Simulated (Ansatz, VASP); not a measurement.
One calculation of AlN, two programs

```
Al N
1.0
    -1.65675    2.86957    0.00000
     0.00000    0.00000    4.18746
     4.97025    2.86957    0.00000
Al N
4 4
Cartesian
  0.6300 1.5350 3.1406
  3.3135 1.9130 3.1406
  1.6567 0.9565 1.0469
  3.3135 3.8261 1.0469
  0.0000 1.9130 1.0469
  3.3135 1.9130 1.0469
  1.6567 0.9565 3.1406
  3.3135 3.8261 3.1406
```

Alike in both runs: task single point; functional PBE; k mesh 8 × 6 × 4; occupations gaussian, width 0.05 eV; no spin polarisation.

```csv
,VASP,Ansatz
version,VASP 6.6.1,Ansatz 0.2.0
potentials or method,"VASP PAW PBE potentials, release 64 (Al, N), cutoff 520 eV","scalar-relativistic, plane waves, PAW"
valence electrons in the cell,32,32
```

```tsv
	VASP	Ansatz	Ansatz less VASP
gap on the k mesh at the Fermi level (eV)	2.75	2.76	+0.010
least direct gap on the mesh (eV)	2.75	2.76	+0.010
rms of the force components (eV/Å)	19.293	20.653	+1.3591
```

Atom by atom the forces differ by 1.361 eV/Å (rms over components).
